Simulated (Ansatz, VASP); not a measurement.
One calculation of BN, two programs

The input INCAR:

```
SYSTEM = BN
PREC = Accurate ; ENCUT = 520
EDIFF = 1E-6 ; ISMEAR = 0
SIGMA = 0.05 ; LREAL = .FALSE.
LASPH = .TRUE. ; NELM = 80
ALGO = Normal ; ISIF = 2
LWAVE = .FALSE. ; LCHARG = .FALSE.
GGA = PE ; IVDW = 12
NBANDS = 11
```

The input KPOINTS:

```
Automatic mesh
0
G
  12 12 12
  0 0 0
```

Contents of POSCAR:

```
BN
1.0
    0.0000000000      3.4396666552      2.1688319106
    1.2162271935      0.0000000000      2.1688319106
    1.2162271935      3.4396666552      0.0000000000
B N
1 1
Direct
    0.0001068737      0.0001068737      0.9998931263
    0.6665931163      0.6665931163      0.3334068837
```

Input for Ansatz:

```yaml
crystal:
  lattice:
    - [0.0, 3.4396666552, 2.1688319106]
    - [1.2162271935, 0.0, 2.1688319106]
    - [1.2162271935, 3.4396666552, 0.0]
  atoms:
    - { symbol: B, position: [0.0001068737, 0.0001068737, 0.9998931263] }
    - { symbol: "N", position: [0.6665931163, 0.6665931163, 0.3334068837] }
basis:
  ecutwfc: 420
kpoints:
  mp_grid: { grid: [12, 12, 12] }
hamiltonian:
  xc: pbe
  dispersion: d3bj
scf:
  occupations: { method: gaussian, width: 0.05 }
output:
  forces: true
  stress: true
  eigenvalues: true
```

Change from the starting cell: strain -0.0300 x Voigt [1, -1, 0, 0, 0, 0], atoms carried along.

Alike in both runs: task single point; functional PBE; dispersion D3(BJ); k mesh 12 × 12 × 12; occupations gaussian, width 0.05 eV; no spin polarisation.

```csv
,VASP,Ansatz
version,VASP 6.6.1,Ansatz 0.2.0
potentials or method,"VASP PAW PBE potentials, release 64 (B, N), cutoff 520 eV","scalar-relativistic, plane waves, PAW"
valence electrons in the cell,8,8
```

```csv
,VASP,Ansatz,Ansatz less VASP
gap on the k mesh at the Fermi level (eV),3.73,3.74,+0.009
least direct gap on the mesh (eV),4.69,4.69,+0.003
pressure (GPa),11.4,11.3,-0.07
"traceless stress, the component that is largest in VASP (GPa)",17.93,17.79,-0.139
rms of the force components (eV/Å),0.268,0.268,+0.0002
```

Atom by atom the forces differ by 0.000 eV/Å (rms over components).
